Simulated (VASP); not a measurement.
# Be2Pd (P6/mmm) in VASP: notebook

Be2Pd is run at these levels: PBE; tasks: single point.

Everything below comes from runs of VASP 6.6.1. Logs are shortened: lines on timing, memory, paths and dates and some standing lists are left out, and cuts for length are marked.

## 1. The cell of the first run

Symmetry: P6/mmm, No. 191, hexagonal system. Conventional cell: a = 3.090 Å, b = 3.090 Å, c = 3.336 Å, α = 90.00°, β = 90.00°, γ = 120.00°. Within 2.5 Å of Be (site symmetry -6m2) lie 3 Be at 1.78 Å and 6 Pd at 2.44 Å. Pd (site symmetry 6/mmm) has 12 Be at 2.44 Å and 6 Pd at 3.09 Å within 3.2 Å.

## 2. Single point, PBE

Contents of INCAR:

```
PREC     = Accurate       # precision mode
ENCUT    = 520            # plane-wave cutoff, eV
EDIFF    = 1E-6           # SCF threshold, eV
ISMEAR   = 0              # smearing method
SIGMA    = 0.1            # smearing width, eV
LREAL    = F              # projectors in reciprocal space
LASPH    = T              # aspherical terms in the spheres
NELM     = 100            # most SCF steps
ALGO     = Normal         # electronic algorithm
ISIF     = 2              # what is computed and relaxed
LWAVE    = F              # write WAVECAR
LCHARG   = F              # write CHGCAR
GGA      = PE             # functional
NBANDS   = 14             # bands
```

Contents of KPOINTS:

```
Automatic mesh
0
Gamma
  6 6 6
```

Contents of POSCAR:

```
Be2Pd
1.0
    3.0896998625      0.0000000000      0.0000000000
   -1.5448499312      2.6757585710      0.0000000000
    0.0000000000      0.0000000000      3.3360546688
Be Pd
2 1
Direct
    0.3333333333      0.6666666667      0.5000000000
    0.6666666667      0.3333333333      0.5000000000
    0.0000000000      0.0000000000      0.0000000000
```

Potentials or basis: VASP PAW PBE potentials, release 64 (Be, Pd).

On the command line:

```sh
$ cat potpaw_PBE.64/Be/POTCAR potpaw_PBE.64/Pd/POTCAR > POTCAR
$ mpirun -np 1 vasp_std > vasp.out
```

OUTCAR:

```text
PREC = Accurate
   ENCUT = 520
   EDIFF = 1E-6
   ISMEAR = 0
   LREAL = F
   LASPH = T
   NELM = 100
   ISIF = 2
   GGA = PE

 ion  position               nearest neighbor table
   1  0.333  0.667  0.500-   2 1.78   2 1.78   2 1.78   3 2.44   3 2.44   3 2.44   3 2.44   3 2.44
                             3 2.44
   2  0.667  0.333  0.500-   1 1.78   1 1.78   1 1.78   3 2.44   3 2.44   3 2.44   3 2.44   3 2.44
                             3 2.44
   3  0.000  0.000  0.000-   1 2.44   2 2.44   1 2.44   2 2.44   1 2.44   1 2.44   2 2.44   2 2.44
                             2 2.44   2 2.44   1 2.44   1 2.44

  LATTYP: Found a hexagonal cell.
 ALAT       =     3.0896998625
 C/A-ratio  =     1.0797342193

  Lattice vectors:

 A1 = (   3.0896998625,   0.0000000000,   0.0000000000)
 A2 = (  -1.5448499312,   2.6757585710,   0.0000000000)
 A3 = (   0.0000000000,   0.0000000000,   3.3360546688)

Analysis of symmetry for initial positions (statically):
=====================================================================
 Subroutine PRICEL returns:
 Original cell was already a primitive cell.

 Routine SETGRP: Setting up the symmetry group for a
 hexagonal supercell.

 Subroutine GETGRP returns: Found 24 space group operations
 (whereof 24 operations were pure point group operations)
 out of a pool of 24 trial point group operations.

The static configuration has the point symmetry D_6h.

Analysis of symmetry for dynamics (positions and initial velocities):
=====================================================================
 Subroutine PRICEL returns:
 Original cell was already a primitive cell.

 Routine SETGRP: Setting up the symmetry group for a
 hexagonal supercell.

 Subroutine GETGRP returns: Found 24 space group operations
 (whereof 24 operations were pure point group operations)
 out of a pool of 24 trial point group operations.

The dynamic configuration has the point symmetry D_6h.

 Subroutine INISYM returns: Found 24 space group operations
 (whereof 24 operations are pure point group operations),
 and found     1 'primitive' translations

----------------------------------------------------------------------------------------

                                     Primitive cell

  volume of cell :      27.5801

  direct lattice vectors                    reciprocal lattice vectors
     3.089699862  0.000000000  0.000000000     0.323656033  0.186862898  0.000000000
    -1.544849931  2.675758571  0.000000000     0.000000000  0.373725795  0.000000000
     0.000000000  0.000000000  3.336054669     0.000000000  0.000000000  0.299755280

  length of vectors
     3.089699862  3.089699862  3.336054669     0.373725795  0.373725795  0.299755280
[... 99 lines left out ...]
   EFERMI_NEDOS =   21; number of points for ismear=-14 and -15
   IALGO  =     38    algorithm
   IMIX   =      4    mixing-type and parameters
     AMIX     =   0.40;   BMIX     =  1.00
     AMIX_MAG =   1.60;   BMIX_MAG =  1.00
  volume/ion in A,a.u.               =       9.19        62.04
  Fermi-wavevector in a.u.,A,eV,Ry     =   1.305926  2.467843 23.203973  1.705444
  Thomas-Fermi vector in A             =   2.436763
   LORBIT       =      0    0 simple, 1 ext, 2 COOP (PROOUT), +10 PAW based schemes
   GGA     = PE    functional components
   LHFCALC =     F    Hartree Fock is set to
   AEXX    =    0.0000 exact exchange contribution
   IVDW    =     0    specifies the selected vdW correction
   LEPSILON=     F    determine dielectric tensor
   LRPA    =     F    only Hartree local field effects (RPA)
 non-spin polarized calculation
 Gauss-broadening in eV      SIGMA  =   0.10
  energy-cutoff  :      520.00
  volume of cell :       27.58
 maximum number of plane-waves:       768
 NGX is ok and might be reduce to    24
   NGX = 11   NGY = 11   NGZ = 13

 number of electron      14.0000000 magnetization

 Free energy of the ion-electron system (eV)
  ---------------------------------------------------
  ext. energy  EPLUGINS =         0.00000000
  ---------------------------------------------------
  free energy    TOTEN  =       -11.80425423 eV

  energy without entropy =      -11.79743411  energy(sigma->0) =      -11.80084417

 E-fermi :  10.0664     XC(G=0): -12.3391

 val. band max:        9.7593788102   @ k =   0.3333   0.0000   0.0000
 cond. band min:      10.0956087120   @ k =   0.3333   0.1667   0.1667
 fundamental gap:      0.3362299018
 Fermi energy:        10.0663763509

 k-point     1 :       0.0000    0.0000    0.0000
  band No.  band energies     occupation
      1      -0.5207      2.00000
      2       4.6404      2.00000
      3       5.4981      2.00000
      4       5.4981      2.00000
      5       6.7483      2.00000
      6       6.7483      2.00000
      7       9.1732      2.00000
      8      14.2669      0.00000
      9      14.2669      0.00000
     10      17.1879      0.00000
     11      17.1879      0.00000
     12      18.7706      0.00000
     13      21.0629      0.00000
     14      23.7818      0.00000
[... 377 lines left out ...]
      1       2.4966      2.00000
      2       4.1362      2.00000
      3       5.0390      2.00000
      4       5.4262      2.00000
      5       5.8914      2.00000
      6       7.1532      2.00000
      7       7.3814      2.00000
      8      12.3987      0.00000
      9      13.2366      0.00000
     10      15.2013      0.00000
     11      18.9663      0.00000
     12      21.1396      0.00000
     13      22.5730      0.00000
     14      25.5343      0.00000

 [... further k-points ...]

------------------------ aborting loop because EDIFF is reached ----------------------------------------

  FORCE on cell =-STRESS in cart. coord.  units (eV):
  Direction    XX          YY          ZZ          XY          YZ          ZX
  --------------------------------------------------------------------------------------
  -------------------------------------------------------------------------------------
  Total        8.3511764      8.3511764     -1.3788011      0.0000000      0.0000000      0.0000000
  in kB      485.1341669    485.1341669    -80.0969219      0.0000000      0.0000000      0.0000000
  external PRESSURE =     296.7238040 kB  Pullay stress =       0.0000000 kB

 VOLUME and BASIS-vectors are now :
 -----------------------------------------------------------------------------
  energy-cutoff  :      520.00
  volume of cell :       27.58
      direct lattice vectors                 reciprocal lattice vectors
     3.089699862  0.000000000  0.000000000     0.323656033  0.186862898  0.000000000
    -1.544849931  2.675758571  0.000000000     0.000000000  0.373725795  0.000000000
     0.000000000  0.000000000  3.336054669     0.000000000  0.000000000  0.299755280

 POSITION                                       TOTAL-FORCE (eV/Angst)
 -----------------------------------------------------------------------------------
     -0.00000      1.78384      1.66803        -0.000000     -0.000000     -0.000000
      1.54485      0.89192      1.66803         0.000000      0.000000      0.000000
      0.00000      0.00000      0.00000         0.000000      0.000000      0.000000
 -----------------------------------------------------------------------------------
    total drift:                               -0.000000      0.000000     -0.000000

  FREE ENERGIE OF THE ION-ELECTRON SYSTEM (eV)
  ---------------------------------------------------
  free  energy   TOTEN  =       -11.8042542284 eV

  energy  without entropy=      -11.7974341147  energy(sigma->0) =      -11.80084417
```

stdout:

```text
POSCAR found type information on POSCAR BePd
 POSCAR found :  2 types and       3 ions
 scaLAPACK will be used
 LDA part: xc-table for (Slater+PW92), standard interpolation
 POSCAR, INCAR and KPOINTS ok, starting setup
 FFT: planning ... GRIDC
 FFT: planning ... GRID_SOFT
 FFT: planning ... GRID
 WAVECAR not read
 entering main loop
```

It took 9.3 s on 1 thread of AMD EPYC 7R43 (Zen 3), shared host; peak memory 0.12 GiB.

What came out:

- Free energy: -11.8043 eV
- Pressure: 29.7 GPa
- Band gap on the k mesh: zero (bands 7 and 8 overlap by 3.34 eV)

Stress tensor (GPa, compression positive):
```
48.51  0.00  0.00
 0.00 48.51  0.00
 0.00  0.00 -8.01
```

Caveat: the k points lie up to 0.39 Å⁻¹ apart, too coarse for converged energies and pressures of a metal.

## 3. Single point, PBE

This run uses another cell than the first one, of 10.46 Å³/atom.

Contents of INCAR:

```
SYSTEM = Be2Pd
ALGO = Fast
EDIFF = 1E-7
ENCUT = 520
GGA = PE
ISIF = 2
ISMEAR = 0
LASPH = .True.
LCHARG = .False.
LREAL = .False.
LWAVE = .False.
NBANDS = 14
NELM = 60
PREC = Accurate
SIGMA = 0.1
```

Contents of KPOINTS:

```
k-points
0
Gamma
  6 6 6
  0 0 0
```

Contents of POSCAR:

```
Be2Pd
1.0
    3.7216343333      0.0000000000      0.0000000000
   -1.8608171666      3.2230298763      0.0000000000
    0.0000000000      0.0000000000      2.6155448087
Be Pd
2 1
Direct
    0.3333333333      0.6666666667      0.5000000000
    0.6666666667      0.3333333333      0.5000000000
    0.0000000000      0.0000000000      0.0000000000
```

Potentials or basis: VASP PAW PBE potentials, release 64 (Be, Pd).

On the command line:

```sh
$ cat potpaw_PBE.64/Be/POTCAR potpaw_PBE.64/Pd/POTCAR > POTCAR
$ mpirun -np 1 vasp_std > vasp.out
```

Wall time 11 s (1 thread of AMD EPYC 7R43 (Zen 3), shared host); peak memory 0.11 GiB.

Results (log left out):

```
Free energy            : -13.7784 eV
Pressure               : -0.1 GPa
Band gap on the k mesh : zero (bands 7 and 8 overlap by 6.17 eV)
```

Stress tensor (GPa, compression positive):
```
 0.00  0.00  0.00
 0.00  0.00  0.00
 0.00  0.00 -0.26
```

Levels at points of the mesh, in eV from the Fermi level:
```csv
k point,band 5,band 6,band 7,band 8,band 9,band 10
"(0.00, 0.00, 0.00)",-2.16,-2.16,3.56,3.56,3.98,3.98
"(0.50, 0.00, 0.00)",-2.77,-2.50,-2.22,-1.77,5.97,10.47
"(0.00, 0.00, 0.50)",-3.44,-3.44,0.74,2.80,2.80,5.11
"(0.50, 0.00, 0.50)",-2.16,-2.12,-1.89,3.05,3.22,4.39
```

Caveat: the k points lie up to 0.40 Å⁻¹ apart, too coarse for converged energies and pressures of a metal.

The gap in the log of VASP goes by the Fermi energy; the results here count the filled bands.